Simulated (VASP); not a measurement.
## ZrH: single point with PBEsol

Crystal: ZrH.

```
Zr H
1.0
     3.16586    0.00000    0.00000
     0.00000    3.16586    0.00000
     0.00000    0.00000    4.97535
Zr H
2 2
Direct
  0.00000 0.50000 0.00000
  0.50000 0.00000 0.50000
  0.00000 0.00000 0.75000
  0.00000 0.00000 0.25000
```

This cell differs from its parent crystal: volume scaled by 0.98, then relaxed in part.

```yaml
Program: VASP 6.6.1
Task: single point
Functional: PBEsol
Potentials_or_basis: VASP PAW PBE potentials, release 64 (Zr_sv, H)
Cutoff: 520 eV
k_mesh: 14 × 14 × 8
Occupations: fermi-dirac, width 0.15 eV
Spin: no spin polarisation
```

* Pressure: 2.6 GPa
* Band gap on the k mesh: zero (band 13 reaches 8.81 eV, above the bottom of band 14 at 7.91 eV)

Levels at points of the mesh, in eV from the Fermi level:
| k point | band 11 | band 12 | band 13 | band 14 | band 15 | band 16 |
| --- | --- | --- | --- | --- | --- | --- |
| (0.00, 0.00, 0.00) | -3.12 | -2.91 | -0.07 | 0.85 | 0.85 | 2.17 |
| (0.50, 0.00, 0.00) | -1.87 | -0.84 | -0.56 | -0.25 | 1.85 | 2.10 |
| (0.50, 0.50, 0.00) | -3.03 | -3.03 | -1.95 | 3.23 | 4.05 | 4.53 |
| (0.00, 0.00, 0.50) | -1.80 | -1.80 | -0.12 | -0.12 | 2.01 | 2.01 |
| (0.50, 0.00, 0.50) | -2.85 | -0.27 | 0.17 | 0.69 | 0.79 | 1.30 |
| (0.50, 0.50, 0.50) | -2.11 | -2.11 | -0.28 | -0.28 | 1.63 | 1.63 |

Run time: 120 s on 1 thread of Intel(R) Xeon(R) Platinum 8488C (Sapphire Rapids) (shared host), peak memory 0.28 GiB.

Caveat: the PAW data sets were made with another functional, which shifts forces and pressure a little.
